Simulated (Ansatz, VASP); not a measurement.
Ag: VASP beside Ansatz

```
Ag
1.0
     0.00000    2.07422    2.07422
     2.07422    0.00000    2.07422
     2.07422    2.07422    0.00000
Ag
1
Direct
  0.00000 0.00000 0.00000
```

Alike in both runs: functional PBE; k mesh 18 × 18 × 18; occupations fermi-dirac, width 0.08 eV; no spin polarisation.

Ansatz relaxed the structure, and its values are those at the end. VASP's run is a single point on that final structure, the one shown.

|  | VASP | Ansatz |
| --- | --- | --- |
| version | VASP 6.6.1 | Ansatz 0.2.0 |
| potentials or method | VASP PAW PBE potentials, release 64 (Ag) | PAW with Ansatz's default frozen-core files, scalar-relativistic |
| plane-wave cutoff (eV) | 500 | 420 |
| valence electrons in the cell | 11 | 19 |

VASP gave:

* pressure (GPa): -0.1

Task: Which values does Ansatz return?

Result: Pressure (GPa): 0.0.

VASP's potentials hold 11 valence electrons a cell and Ansatz's 19, so a difference there can come from the potentials and not from the codes.
